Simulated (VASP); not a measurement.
BaTiO3: single point with PBE

Crystal: BaTiO3.

```
Ba Ti O
1.0
     4.09808    0.00000    0.00000
     0.00000    4.09808    0.00000
     0.00000    0.00000    4.09808
Ba Ti O
1 1 3
Cartesian
  2.0490 2.0490 2.0490
  0.0000 0.0000 0.0000
  2.0490 0.0000 0.0000
  0.0000 2.0490 0.0000
  0.0000 0.0000 2.0490
```

This cell differs from its parent crystal: volume changed by +6%.

```json
{
  "Program": "VASP 6.6.1",
  "Task": "single point",
  "Functional": "PBE",
  "Potentials or basis": "VASP PAW PBE potentials, release 64 (Ba_sv, Ti_sv, O)",
  "Cutoff": "520 eV",
  "k mesh": "6 × 6 × 6",
  "Occupations": "gaussian, width 0.01 eV",
  "Spin": "no spin polarisation"
}
```

The pressure is -6.9 GPa and the band gap on the k mesh is 1.60 eV, indirect (least direct gap 1.80 eV).

Levels at points of the mesh, in eV from the valence-band top:
| k point | band 17 | band 18 | band 19 | band 20 | band 21 | band 22 | band 23 | band 24 |
| --- | --- | --- | --- | --- | --- | --- | --- | --- |
| (0.00, 0.00, 0.00) | -0.98 | -0.20 | -0.20 | -0.20 | 1.60 | 1.60 | 1.60 | 3.44 |
| (0.50, 0.00, 0.00) | -1.74 | -1.72 | -0.71 | -0.71 | 1.73 | 3.14 | 3.14 | 3.44 |
| (0.50, 0.50, 0.00) | -1.74 | -0.90 | -0.90 | -0.08 | 3.14 | 3.14 | 3.53 | 4.19 |
| (0.50, 0.50, 0.50) | -2.41 | 0.00 | 0.00 | 0.00 | 3.73 | 3.73 | 3.73 | 6.41 |

Run time: 40 s on 1 thread of AMD EPYC 7R43 64-Core Processor (Zen 3) (shared host), peak memory 0.15 GiB.

Caveat: spin-orbit coupling is left out, which moves the levels of the heavy elements. A k mesh can miss the band edges.
